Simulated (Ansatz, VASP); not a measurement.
## One calculation of AlCo, two programs

```
Al Co
1.0
     2.82382    0.00000    0.00000
     0.00000    2.82382    0.00000
     0.00000    0.00000    2.82382
Al Co
1 1
Direct
  0.00000 0.00000 0.00000
  0.50000 0.50000 0.50000
```

Alike in both runs: functional r2SCAN; k mesh 14 × 14 × 14; occupations fermi-dirac, width 0.1 eV; no spin polarisation.

Ansatz relaxed the structure, and its values are those at the end. VASP's run is a single point on that final structure, the one shown.

```csv
,VASP,Ansatz
version,VASP 6.6.1,Ansatz 0.2.0
potentials or method,"VASP PAW PBE potentials, release 64 (Al, Co)","PAW with Ansatz's default frozen-core files, scalar-relativistic"
plane-wave cutoff (eV),520,500
valence electrons in the cell,12,20
```

```tsv
	VASP	Ansatz	Ansatz less VASP
pressure (GPa)	-0.2	0.0	+0.20
```

VASP's potentials were made for PBE, not for r2SCAN. The functional is the same, so the differences come from potentials, cutoffs and numerics. VASP's potentials hold 12 valence electrons a cell and Ansatz's 20, so a difference there can come from the potentials and not from the codes.
